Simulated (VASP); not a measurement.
Input of a VASP 6.6.1 run:

INCAR

```
SYSTEM = Li2Se
PREC     = Accurate       ! precision mode
ENCUT    = 750            ! plane-wave cutoff, eV
EDIFF    = 1E-6           ! SCF threshold, eV
ISMEAR   = 0              ! smearing method
SIGMA    = 0.01           ! smearing width, eV
LREAL    = .False.        ! projectors in reciprocal space
LASPH    = .True.         ! aspherical terms in the spheres
NELM     = 120            ! most SCF steps
ALGO     = Normal         ! electronic algorithm
ISIF     = 2              ! what is computed and relaxed
LWAVE    = .False.        ! write WAVECAR
LCHARG   = .False.        ! write CHGCAR
GGA      = PE             ! functional
NBANDS   = 13             ! bands
GGA_COMPAT= .False.
```

Contents of KPOINTS:

```
Automatic mesh
0
Gamma
  6 6 6
  0 0 0
```

POSCAR

```
Li2Se
1.0
    0.0000000000      2.9412072914      2.9412072914
    2.9412072914      0.0000000000      2.9412072914
    2.9412072914      2.9412072914      0.0000000000
Li Se
2 1
Direct
    0.2500000000      0.2500000000      0.2500000000
    0.7500000000      0.7500000000      0.7500000000
    0.0000000000      0.0000000000      0.0000000000
```

Potentials or basis: VASP PAW PBE potentials, release 64 (Li_sv, Se).

Command:

```bash
$ cat potpaw_PBE.64/Li_sv/POTCAR potpaw_PBE.64/Se/POTCAR > POTCAR
$ mpirun -np 1 vasp_std > vasp.out
```

Problem. What does it give for the pressure?

Solution. 2.3 GPa.

Problem. Predict the band gap on the k mesh.

Solution. 2.92 eV (least direct gap 3.65 eV).

A k mesh can miss the band edges. Expect the measured gap to be larger: semilocal functionals such as PBE lack the derivative discontinuity.
